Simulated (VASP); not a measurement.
**Hf: single point with revPBE**

Hf:

```
CELL_PARAMETERS angstrom
4.96011 0.00000 0.00000
-2.48005 4.29558 0.00000
0.00000 0.00000 3.07753
ATOMIC_POSITIONS crystal
Hf 0.00000 0.00000 0.00000
Hf 0.33333 0.66667 0.50000
Hf 0.66667 0.33333 0.50000
```

This isn't the form of Hf at room conditions, which is hcp.

```json
{
 "Program": "VASP 6.6.1",
 "Task": "single point",
 "Functional": "revPBE",
 "Potentials or basis": "VASP PAW PBE potentials, release 64 (Hf_pv)",
 "Cutoff": "520 eV",
 "k mesh": "8 × 8 × 11",
 "Occupations": "fermi-dirac, width 0.1 eV",
 "Spin": "no spin polarisation"
}
```

```yaml
Pressure: 4.1 GPa
Band_gap_on_the_k_mesh: zero (bands 15 and 16 overlap by 0.92 eV)
```

Stress tensor (GPa, compression positive):
```
3.94 0.00 0.00
0.00 3.94 0.00
0.00 0.00 4.28
```

Levels at points of the mesh, in eV from the Fermi level:
```
           k point  band 12  band 13  band 14  band 15  band 16  band 17  band 18  band 19
(0.00, 0.00, 0.00)    -0.64    -0.64    -0.62    -0.62    -0.61     1.14     2.18     2.18
(0.50, 0.00, 0.00)    -3.55    -0.46    -0.40    -0.34     0.20     0.89     1.06     1.65
```

Run time: 88 s on 1 thread of AMD EPYC 7R13 (shared host), peak memory 0.19 GiB.

Caveat: the cell stands under pressure; the PAW data sets were made with another functional, which shifts forces and pressure a little; spin-orbit coupling is left out, which moves the levels of the heavy elements.
